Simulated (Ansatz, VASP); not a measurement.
**One calculation of ScSi3, two programs**

File INCAR:

```
SYSTEM = ScSi3
ALGO     = Normal         ! electronic algorithm
EDIFF    = 1E-6           ! SCF threshold, eV
ENCUT    = 520            ! plane-wave cutoff, eV
GGA      = PE             ! functional
ISIF     = 2              ! what is computed and relaxed
ISMEAR   = 0              ! smearing method
LASPH    = .True.         ! aspherical terms in the spheres
LCHARG   = .True.         ! write CHGCAR
LELF     = .True.         ! ELF
LREAL    = .False.        ! projectors in reciprocal space
LVHAR    = .True.       
LWAVE    = .False.        ! write WAVECAR
NBANDS   = 20             ! bands
NELM     = 80             ! most SCF steps
PREC     = Accurate       ! precision mode
SIGMA    = 0.05           ! smearing width, eV
```

Contents of KPOINTS:

```
k-points
0
Gamma
  8 8 8
  0 0 0
```

Contents of POSCAR:

```
ScSi3
1.0
    4.0177376629      0.0000000000      0.0000000000
    0.0000000000      4.0177376629      0.0000000000
    0.0000000000      0.0000000000      4.0177376629
Sc Si
1 3
Direct
    0.0000000000      0.0000000000      0.0000000000
    0.0000000000      0.5000000000      0.5000000000
    0.5000000000      0.5000000000      0.0000000000
    0.5000000000      0.0000000000      0.5000000000
```

Input for Ansatz:

```yaml
crystal:
  lattice:
    - [4.0177376629, 0.0, 0.0]
    - [0.0, 4.0177376629, 0.0]
    - [0.0, 0.0, 4.0177376629]
  atoms:
    - { symbol: Sc, position: [0.0, 0.0, 0.0] }
    - { symbol: Si, position: [0.0, 0.5, 0.5] }
    - { symbol: Si, position: [0.5, 0.5, 0.0] }
    - { symbol: Si, position: [0.5, 0.0, 0.5] }
basis:
  ecutwfc: 420
  ecutrho_ratio: 4
kpoints:
  mp_grid: { grid: [8, 8, 8] }
hamiltonian:
  xc: pbe
scf:
  occupations: { method: gaussian, width: 0.05 }
output:
  forces: true
  stress: true
  eigenvalues: true
  write_density: true
  write_potential: true
  elf: true
  volumetric_format: npy
```

Alike in both runs: task single point; functional PBE; k mesh 8 × 8 × 8; occupations gaussian, width 0.05 eV; no spin polarisation.

```csv
,VASP,Ansatz
version,VASP 6.6.1,Ansatz 0.2.0
potentials or method,"VASP PAW PBE potentials, release 64 (Sc_sv, Si), cutoff 520 eV","scalar-relativistic, plane waves, PAW"
valence electrons in the cell,23,23
```

```tsv
	VASP	Ansatz	Ansatz less VASP
gap on the k mesh at the Fermi level (eV)	none	none	-
pressure (GPa)	-3.4	-3.5	-0.12
```

A gap of «none» marks a metal or a gap that the smearing closes. With one functional, cell and mesh, what is left measures potentials, basis and numerics.
